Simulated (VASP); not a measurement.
# ZnCd2SeS2 (Imm2) in VASP: notebook

ZnCd2SeS2 is run at these levels: PBE; tasks: single point.

Program: VASP 6.6.1. These are calculated values, not measurements. Logs are shortened: lines on timing, memory, paths and dates and some standing lists are left out, and cuts for length are marked.

**1. The cell of the first run**

Symmetry: Imm2, No. 44, orthorhombic system. The conventional cell has a = 4.138 Å, b = 12.359 Å, c = 5.888 Å, α = 90.00°, β = 90.00°, γ = 90.00°. Zn (site symmetry mm2) has 2 S at 2.36 Å and 2 Se at 2.50 Å within 3.1 Å. Cd (site symmetry m) has 3 S at 2.56 to 2.57 Å and 1 Se at 2.67 Å within 3.4 Å. Within 3.3 Å of Se (site symmetry mm2) lie 2 Zn at 2.50 Å and 2 Cd at 2.67 Å. S (site symmetry m) has 1 Zn at 2.36 Å and 3 Cd at 2.56 to 2.57 Å within 3.1 Å.

**2. Single point, PBE**

Input file INCAR:

```
SYSTEM = ZnCd2SeS2
  ALGO = Normal
  EDIFF = 1E-7
  ENCUT = 520
  GGA = PE
  ISIF = 2
  ISMEAR = 0
  LASPH = .True.
  LCHARG = .False.
  LREAL = .False.
  LWAVE = .False.
  NBANDS = 36
  NELM = 80
  PREC = Accurate
  SIGMA = 0.02
```

Input file KPOINTS:

```
k-points
0
Gamma
  8 8 8
  0 0 0
```

Input file POSCAR:

```
ZnCd2SeS2
1.0
   -2.0688452923      6.1794907991      2.9441150109
    2.0688452923     -6.1794907991      2.9441150109
    2.0688452923      6.1794907991     -2.9441150109
Zn Cd Se S
1 2 1 2
Direct
    0.9843116384      0.9843116384      0.0000000000
    0.3392850913      0.0075125185      0.3317725729
    0.6757399456      0.0075125185      0.6682274271
    0.2224765995      0.7224765995      0.5000000000
    0.6047747474      0.7640933626      0.8406813848
    0.9234119778      0.7640933626      0.1593186152
```

Potentials or basis: VASP PAW PBE potentials, release 64 (Zn, Cd, Se, S).

Command:

```bash
$ cat potpaw_PBE.64/Zn/POTCAR potpaw_PBE.64/Cd/POTCAR potpaw_PBE.64/Se/POTCAR potpaw_PBE.64/S/POTCAR > POTCAR
$ mpirun -np 1 vasp_std > vasp.out
```

OUTCAR:

```text
SYSTEM = ZnCd2SeS2
   EDIFF = 1E-7
   ENCUT = 520
   GGA = PE
   ISIF = 2
   ISMEAR = 0
   LASPH = .True.
   LREAL = .False.
   NELM = 80
   PREC = Accurate

 ion  position               nearest neighbor table
   1  0.984  0.984  0.000-   5 2.36   6 2.36   4 2.50   4 2.50
   2  0.339  0.008  0.332-   5 2.56   5 2.56   6 2.57   4 2.67
   3  0.676  0.008  0.668-   6 2.56   6 2.56   5 2.57   4 2.67
   4  0.222  0.722  0.500-   1 2.50   1 2.50   3 2.67   2 2.67
   5  0.605  0.764  0.841-   1 2.36   2 2.56   2 2.56   3 2.57
   6  0.923  0.764  0.159-   1 2.36   3 2.56   3 2.56   2 2.57

  LATTYP: Found a body centered orthorhombic cell.
 ALAT       =     4.1376905846
 B/A-ratio  =     1.4230716148
 C/A-ratio  =     2.9869274528

  Lattice vectors:

 A1 = (  -2.0688452923,   6.1794907991,  -2.9441150109)
 A2 = (   2.0688452923,   6.1794907991,   2.9441150109)
 A3 = (   2.0688452923,  -6.1794907991,  -2.9441150109)

Analysis of symmetry for initial positions (statically):
=====================================================================
 Subroutine PRICEL returns:
 Original cell was already a primitive cell.

 Routine SETGRP: Setting up the symmetry group for a
 body centered orthorhombic supercell.

 Subroutine GETGRP returns: Found  4 space group operations
 (whereof  4 operations were pure point group operations)
 out of a pool of  8 trial point group operations.

The static configuration has the point symmetry C_2v.

Analysis of symmetry for dynamics (positions and initial velocities):
=====================================================================
 Subroutine PRICEL returns:
 Original cell was already a primitive cell.

 Routine SETGRP: Setting up the symmetry group for a
 body centered orthorhombic supercell.

 Subroutine GETGRP returns: Found  4 space group operations
 (whereof  4 operations were pure point group operations)
 out of a pool of  8 trial point group operations.

The dynamic configuration has the point symmetry C_2v.

 Subroutine INISYM returns: Found  4 space group operations
 (whereof  4 operations are pure point group operations),
 and found     1 'primitive' translations

----------------------------------------------------------------------------------------

                                     Primitive cell

  volume of cell :     150.5551

  direct lattice vectors                    reciprocal lattice vectors
    -2.068845292  6.179490799  2.944115011     0.000000000  0.080912816  0.169830322
     2.068845292 -6.179490799  2.944115011     0.241680710  0.000000000  0.169830322
     2.068845292  6.179490799 -2.944115011     0.241680710  0.080912816  0.000000000

  length of vectors
     7.150806988  7.150806988  7.150806988     0.188120233  0.295384333  0.254865552

  position of ions in fractional coordinates (direct lattice)
     0.984311638  0.984311638  0.000000000
     0.339285091  0.007512519  0.331772573
     0.675739946  0.007512519  0.668227427
     0.222476599  0.722476599  0.500000000
     0.604774747  0.764093363  0.840681385
     0.923411978  0.764093363  0.159318615

  ion indices of the primitive-cell ions
   primitive index   ion index
                 1           1
                 2           2
                 3           3
                 4           4
                 5           5
                 6           6

----------------------------------------------------------------------------------------

 KPOINTS: k-points

Automatic generation of k-mesh.
 Grid dimensions read from file:
 generate k-points for:    8    8    8

 Generating k-lattice:

  Cartesian coordinates                     Fractional coordinates (reciprocal lattice)
     0.000000000  0.010114102  0.021228790     0.125000000  0.000000000 -0.000000000
     0.030210089  0.000000000  0.021228790     0.000000000  0.125000000  0.000000000
     0.030210089  0.010114102  0.000000000    -0.000000000  0.000000000  0.125000000

  Length of vectors
     0.023515029  0.036923042  0.031858194

  Shift w.r.t. Gamma in fractional coordinates (k-lattice)
     0.000000000  0.000000000  0.000000000

 Subroutine IBZKPT returns following result:
 ===========================================

 Found     95 irreducible k-points:

 Following reciprocal coordinates:
            Coordinates               Weight
  0.000000  0.000000  0.000000      1.000000
  0.125000  0.000000  0.000000      4.000000
  0.250000  0.000000  0.000000      4.000000
  0.375000  0.000000  0.000000      4.000000
  0.500000  0.000000  0.000000      2.000000
 -0.000000  0.125000  0.000000      4.000000
[... 16 lines left out ...]
  0.125000  0.375000  0.000000      8.000000
  0.250000  0.375000  0.000000      8.000000
 [... further k-points ...]
   k-points           NKPTS =     95   k-points in BZ     NKDIM =     95   number of bands    NBANDS=     36
   number of dos      NEDOS =    301   number of ions     NIONS =      6
   total plane-waves  NPLWV = 157464
   dimension x,y,z NGX =    54 NGY =   54 NGZ =   54
   dimension x,y,z NGXF=   108 NGYF=  108 NGZF=  108
   ions per type =               1   2   1   2
   NGX,Y,Z   is equivalent  to a cutoff of  12.55, 12.55, 12.55 a.u.
   NGXF,Y,Z  is equivalent  to a cutoff of  25.11, 25.11, 25.11 a.u.
 SYSTEM =  ZnCd2SeS2
   PREC   = accura    normal or accurate (medium, high low for compatibility)
   ISTART =      0    job   : 0-new  1-cont  2-samecut
   ICHARG =      2    charge: 1-file 2-atom 10-const
   ISPIN  =      1    spin polarized calculation?
   LNONCOLLINEAR =      F non collinear calculations
   LSORBIT =      F    spin-orbit coupling
   LASPH  =      T    aspherical Exc in radial PAW
   ENCUT  =  520.0 eV  38.22 Ry    6.18 a.u.  13.30 13.30 13.30*2*pi/ulx,y,z
   NELM   =     80;   NELMIN=  2; NELMDL= -5     # of ELM steps
   EDIFF  = 0.1E-06   stopping-criterion for ELM
   LREAL  =      F    real-space projection
   EDIFFG = 0.1E-05   stopping-criterion for IOM
   NSW    =      0    number of steps for IOM
   IBRION =     -1    ionic relax: 0-MD 1-quasi-New 2-CG
   NFREE  =      0    steps in history (QN), initial steepest desc. (CG)
   ISIF   =      2    stress and relaxation
   ISYM   =      2    0-nonsym 1-usesym 2-fastsym
   POTIM  = 0.5000    time-step for ionic-motion
   TEBEG  =    0.0;   TEEND  =   0.0 temperature during run
   PSTRESS=    0.0 pullay stress
   NELECT =      54.0000    total number of electrons
   NUPDOWN=      -1.0000    fix difference up-down
   EMIN   =  10.00;   EMAX   =-10.00  energy-range for DOS
   EFERMI =   0.00;   METHOD = LEGACY
   ISMEAR =     0;   SIGMA  =   0.02  broadening in eV -4-tet -1-fermi 0-gaus
   EFERMI_NEDOS =   21; number of points for ismear=-14 and -15
   IALGO  =     38    algorithm
   IMIX   =      4    mixing-type and parameters
     AMIX     =   0.40;   BMIX     =  1.00
     AMIX_MAG =   1.60;   BMIX_MAG =  1.00
  volume/ion in A,a.u.               =      25.09       169.33
  Fermi-wavevector in a.u.,A,eV,Ry     =   1.163164  2.198061 18.408007  1.352950
  Thomas-Fermi vector in A             =   2.299717
   LORBIT       =      0    0 simple, 1 ext, 2 COOP (PROOUT), +10 PAW based schemes
   GGA     = PE    functional components
   LHFCALC =     F    Hartree Fock is set to
   AEXX    =    0.0000 exact exchange contribution
   IVDW    =     0    specifies the selected vdW correction
   LEPSILON=     F    determine dielectric tensor
   LRPA    =     F    only Hartree local field effects (RPA)
 non-spin polarized calculation
 Gauss-broadening in eV      SIGMA  =   0.02
  energy-cutoff  :      520.00
  volume of cell :      150.56
 maximum number of plane-waves:      4084
 NGX is ok and might be reduce to    54
   NGX = 27   NGY = 27   NGZ = 27

 number of electron      53.9999998 magnetization

 Free energy of the ion-electron system (eV)
  ---------------------------------------------------
  ext. energy  EPLUGINS =         0.00000000
  ---------------------------------------------------
  free energy    TOTEN  =       -18.38892935 eV

  energy without entropy =      -18.38892935  energy(sigma->0) =      -18.38892935

 E-fermi :   1.2029     XC(G=0):  -9.0294

 val. band max:        1.1103484661   @ k =   0.0000   0.0000   0.0000
 cond. band min:       2.1400640888   @ k =   0.0000   0.0000   0.0000
 fundamental gap:      1.0297156227
 Fermi energy:         1.2029293373

 k-point     1 :       0.0000    0.0000    0.0000
  band No.  band energies     occupation
      1     -11.3610      2.00000
      2     -10.7244      2.00000
      3     -10.6893      2.00000
      4      -6.5900      2.00000
      5      -6.5528      2.00000
      6      -6.5505      2.00000
[... 28 lines left out ...]
     35       7.4212      0.00000
     36       8.9930      0.00000

 k-point     2 :       0.1250    0.0000    0.0000
  band No.  band energies     occupation
      1     -11.3337      2.00000
      2     -10.7426      2.00000
      3     -10.6994      2.00000
      4      -6.5853      2.00000
      5      -6.5556      2.00000
      6      -6.5430      2.00000
[... 28 lines left out ...]
     35       7.5331      0.00000
     36       8.7858      0.00000

 k-point     3 :       0.2500    0.0000    0.0000
  band No.  band energies     occupation
      1     -11.2581      2.00000
      2     -10.7816      2.00000
      3     -10.7381      2.00000
      4      -6.5714      2.00000
      5      -6.5510      2.00000
      6      -6.5278      2.00000
[... 28 lines left out ...]
     35       7.8826      0.00000
     36       8.4746      0.00000

 k-point     4 :       0.3750    0.0000    0.0000
  band No.  band energies     occupation
      1     -11.1563      2.00000
      2     -10.8354      2.00000
      3     -10.7884      2.00000
      4      -6.5493      2.00000
      5      -6.5389      2.00000
      6      -6.4985      2.00000
[... 28 lines left out ...]
     35       8.0105      0.00000
     36       8.3278      0.00000

 k-point     5 :       0.5000    0.0000    0.0000
  band No.  band energies     occupation
      1     -11.0923      2.00000
      2     -10.8830      2.00000
      3     -10.8057      2.00000
      4      -6.5333      2.00000
      5      -6.5227      2.00000
      6      -6.5171      2.00000
[... 655 lines left out ...]
 k-point    22 :      -0.0000    0.3750    0.0000
  band No.  band energies     occupation
      1     -10.9406      2.00000
      2     -10.7151      2.00000
      3     -10.7081      2.00000
      4      -6.5042      2.00000
      5      -6.4841      2.00000
      6      -6.4117      2.00000
[... 28 lines left out ...]
     35       8.3180      0.00000
     36       8.8257      0.00000

 k-point    23 :       0.1250    0.3750    0.0000
  band No.  band energies     occupation
      1     -10.8995      2.00000
      2     -10.7468      2.00000
      3     -10.7166      2.00000
      4      -6.5048      2.00000
      5      -6.4892      2.00000
      6      -6.4063      2.00000
[... 28 lines left out ...]
     35       8.0393      0.00000
     36       8.1926      0.00000

 k-point    24 :       0.2500    0.3750    0.0000
  band No.  band energies     occupation
      1     -10.8807      2.00000
      2     -10.7693      2.00000
      3     -10.7143      2.00000
      4      -6.4938      2.00000
      5      -6.4863      2.00000
      6      -6.4078      2.00000
[... 28 lines left out ...]
     35       7.9587      0.00000
     36       8.3402      0.00000

 [... further k-points ...]

------------------------ aborting loop because EDIFF is reached ----------------------------------------

  FORCE on cell =-STRESS in cart. coord.  units (eV):
  Direction    XX          YY          ZZ          XY          YZ          ZX
  --------------------------------------------------------------------------------------
  -------------------------------------------------------------------------------------
  Total        0.2549780      0.2166490      0.2464710      0.0000000      0.0000000      0.0000000
  in kB        2.7134248      2.3055355      2.6228949      0.0000000      0.0000000      0.0000000
  external PRESSURE =       2.5472850 kB  Pullay stress =       0.0000000 kB

 VOLUME and BASIS-vectors are now :
 -----------------------------------------------------------------------------
  energy-cutoff  :      520.00
  volume of cell :      150.56
      direct lattice vectors                 reciprocal lattice vectors
    -2.068845292  6.179490799  2.944115011     0.000000000  0.080912816  0.169830322
     2.068845292 -6.179490799  2.944115011     0.241680710  0.000000000  0.169830322
     2.068845292  6.179490799 -2.944115011     0.241680710  0.080912816  0.000000000

 POSITION                                       TOTAL-FORCE (eV/Angst)
 -----------------------------------------------------------------------------------
      0.00000      0.00000      5.79585        -0.000000     -0.000000     -0.006180
      0.00000      4.10037      0.04424        -0.000000      0.002059     -0.002744
      0.00000      8.25861      0.04424         0.000000     -0.002059     -0.002744
      2.06885      0.00000      1.30999        -0.000000      0.000000     -0.010629
      2.06885      4.21047      1.55504         0.000000      0.019956      0.011149
      0.00000      1.96902      4.49916        -0.000000     -0.019956      0.011149
 -----------------------------------------------------------------------------------
    total drift:                                0.000004      0.000011     -0.001047

  FREE ENERGIE OF THE ION-ELECTRON SYSTEM (eV)
  ---------------------------------------------------
  free  energy   TOTEN  =       -18.3889293451 eV

  energy  without entropy=      -18.3889293451  energy(sigma->0) =      -18.38892935
```

Run time: 21 min. Hardware: 1 thread of AMD EPYC 7R43 (Zen 3), shared host; peak memory 0.72 GiB.

Results:

* Free energy: -18.3889 eV
* Pressure: 0.3 GPa
* Largest force: 0.023 eV/Å
* Band gap on the k mesh: 1.03 eV, direct

Forces in eV/Å, atoms in the order of the input:
```
Zn   0.000  0.000 -0.006
Cd   0.000  0.002 -0.003
Cd   0.000 -0.002 -0.003
Se   0.000  0.000 -0.011
S    0.000  0.020  0.011
S    0.000 -0.020  0.011
```

A k mesh can miss the band edges.

**3. Single point, PBE (volume scaled by 0.91, then relaxed in part)**

Input file INCAR:

```
SYSTEM = ZnCd2SeS2
PREC     = Accurate       ! precision mode
ENCUT    = 520            ! plane-wave cutoff, eV
EDIFF    = 1E-6           ! SCF threshold, eV
ISMEAR   = 0              ! smearing method
SIGMA    = 0.02           ! smearing width, eV
LREAL    = .False.        ! projectors in reciprocal space
LASPH    = .True.         ! aspherical terms in the spheres
NELM     = 60             ! most SCF steps
ALGO     = Normal         ! electronic algorithm
ISIF     = 2              ! what is computed and relaxed
LWAVE    = .False.        ! write WAVECAR
LCHARG   = .False.        ! write CHGCAR
GGA      = PE             ! functional
NBANDS   = 36             ! bands
```

Input file KPOINTS:

```
regular mesh
0
Gamma
  8 8 8
  0 0 0
```

Input file POSCAR:

```
ZnCd2SeS2
1.0
   -2.0012897299      5.9848617953      2.8596493066
    2.0012897299     -5.9848617953      2.8596493066
    2.0012897299      5.9848617953     -2.8596493066
Zn Cd Se S
1 2 1 2
Direct
    0.9855995196      0.9855995196      0.0000000000
    0.3384002994      0.0068562636      0.3315440359
    0.6753122277      0.0068562636      0.6684559641
    0.2222891873      0.7222891873      0.5000000000
    0.6051567438      0.7641993830      0.8409573608
    0.9232420222      0.7641993830      0.1590426392
```

Potentials or basis: VASP PAW PBE potentials, release 64 (Zn, Cd, Se, S).

Command:

```bash
$ cat potpaw_PBE.64/Zn/POTCAR potpaw_PBE.64/Cd/POTCAR potpaw_PBE.64/Se/POTCAR potpaw_PBE.64/S/POTCAR > POTCAR
$ mpirun -np 1 vasp_std > vasp.out
```

Wall time 21 min (1 thread of Oxide Virtual Turin-like, shared host); peak memory 0.7 GiB.

It converged, with:

```yaml
Free_energy: -18.1140 eV
Pressure: 6.8 GPa
Largest_force: 0.025 eV/Å
Band_gap_on_the_k_mesh: 1.28 eV, direct
```

Forces on the atoms (eV/Å):
```
Zn   0.000  0.000  0.005
Cd   0.000  0.002 -0.005
Cd   0.000 -0.002 -0.005
Se   0.000  0.000 -0.022
S    0.000  0.020  0.014
S    0.000 -0.020  0.014
```

Levels at points of the mesh, in eV from the valence-band top:
| k point | band 23 | band 24 | band 25 | band 26 | band 27 | band 28 | band 29 | band 30 | band 31 | band 32 |
| --- | --- | --- | --- | --- | --- | --- | --- | --- | --- | --- |
| (0.00, 0.00, 0.00) | -1.57 | -1.51 | -0.06 | -0.06 | 0.00 | 1.28 | 4.02 | 4.50 | 5.71 | 6.13 |
| (0.50, 0.00, 0.00) | -1.34 | -1.12 | -1.04 | -0.83 | -0.82 | 2.85 | 3.75 | 3.92 | 5.14 | 5.34 |
| (0.00, 0.50, 0.00) | -2.70 | -1.96 | -1.72 | -0.88 | -0.85 | 2.91 | 4.81 | 5.04 | 5.47 | 5.57 |
| (0.50, 0.50, 0.00) | -2.29 | -2.29 | -2.29 | -1.54 | -1.30 | 3.20 | 3.91 | 4.70 | 4.93 | 5.06 |
| (0.50, 0.50, 0.50) | -2.09 | -1.60 | -1.15 | -0.49 | -0.30 | 3.18 | 3.61 | 3.61 | 4.12 | 5.52 |

 A k mesh can miss the band edges.
